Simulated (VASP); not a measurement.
Write the native input for VASP 6.6.1 that does the following.

| Property | Result |
| --- | --- |
| Task | single point |
| Functional | HSE06 |
| Potentials or basis | VASP PAW PBE potentials, release 64 (As) |
| Cutoff | 520 eV |
| k mesh | 5 × 5 × 6 |
| Occupations | fermi-dirac, width 0.05 eV |
| Spin | no spin polarisation |
| Dipole correction | no |
| Grid for exact exchange (PRECFOCK) | Normal |
| Further INCAR settings | ALGO = Normal; EDIFF = 1e-06; NBANDS = 8 |
| Share of exact exchange | 0.25 |
| Screening parameter | 0.2079 1/Å |

As:

```xyz
1
Lattice="2.7450 0.0001 -0.0103 -0.0002 2.7450 -0.0065 0.0066 0.0081 2.6051" Properties=species:S:1:pos:R:3 pbc="T T T"
As    1.3757    1.3766    1.2941
```

These files were run (other wordings do the same):

POSCAR

```
As
1.0
    2.7449667732      0.0000635993     -0.0103413088
   -0.0001521146      2.7449812020     -0.0064529404
    0.0066324919      0.0080560728      2.6050854441
As
1
Direct
    0.5000000000      0.5000000000      0.5000000000
```

INCAR.step1

```
PREC     = Accurate       # precision mode
ENCUT    = 520            # plane-wave cutoff, eV
EDIFF    = 1E-5           # SCF threshold, eV
ISMEAR   = -1             # smearing method
SIGMA    = 0.05           # smearing width, eV
LREAL    = False          # projectors in reciprocal space
LASPH    = True           # aspherical terms in the spheres
NELM     = 100            # most SCF steps
ALGO     = Normal         # electronic algorithm
ISIF     = 2              # what is computed and relaxed
LWAVE    = True           # write WAVECAR
LCHARG   = False          # write CHGCAR
GGA      = PE             # functional
NBANDS   = 8              # bands
```

INCAR.step2

```
PREC     = Accurate       # precision mode
ENCUT    = 520            # plane-wave cutoff, eV
EDIFF    = 1E-6           # SCF threshold, eV
ISMEAR   = -1             # smearing method
SIGMA    = 0.05           # smearing width, eV
LREAL    = False          # projectors in reciprocal space
LASPH    = True           # aspherical terms in the spheres
NELM     = 100            # most SCF steps
ALGO     = Normal         # electronic algorithm
ISIF     = 2              # what is computed and relaxed
LWAVE    = False          # write WAVECAR
LCHARG   = False          # write CHGCAR
GGA      = PE             # functional
LHFCALC  = True           # exact exchange
HFSCREEN = 0.2079         # screening, 1/A
PRECFOCK = Normal       
ISTART   = 1            
NBANDS   = 8              # bands
```

KPOINTS

```
Automatic mesh
0
Gamma
  5 5 6
```

Potentials or basis: VASP PAW PBE potentials, release 64 (As).

The run is started by

```console
$ cat potpaw_PBE.64/As/POTCAR > POTCAR
$ cp INCAR.step1 INCAR
$ mpirun -np 1 vasp_std > vasp.out
$ cp INCAR.step2 INCAR
$ mpirun -np 1 vasp_std > vasp.out
```

Results of the run:

The pressure is -0.5 GPa and the band gap on the k mesh is zero (an odd number of electrons rules out a gap without spin polarisation).

Caveat: the k points lie up to 0.46 Å⁻¹ apart, too coarse for converged energies and pressures of a metal; the PAW data sets were made with another functional, which shifts forces and pressure a little.

It took 3.9 min on 1 thread of Intel(R) Xeon(R) 6975P-C (Granite Rapids), with other jobs on the host, peak memory 0.23 GiB.
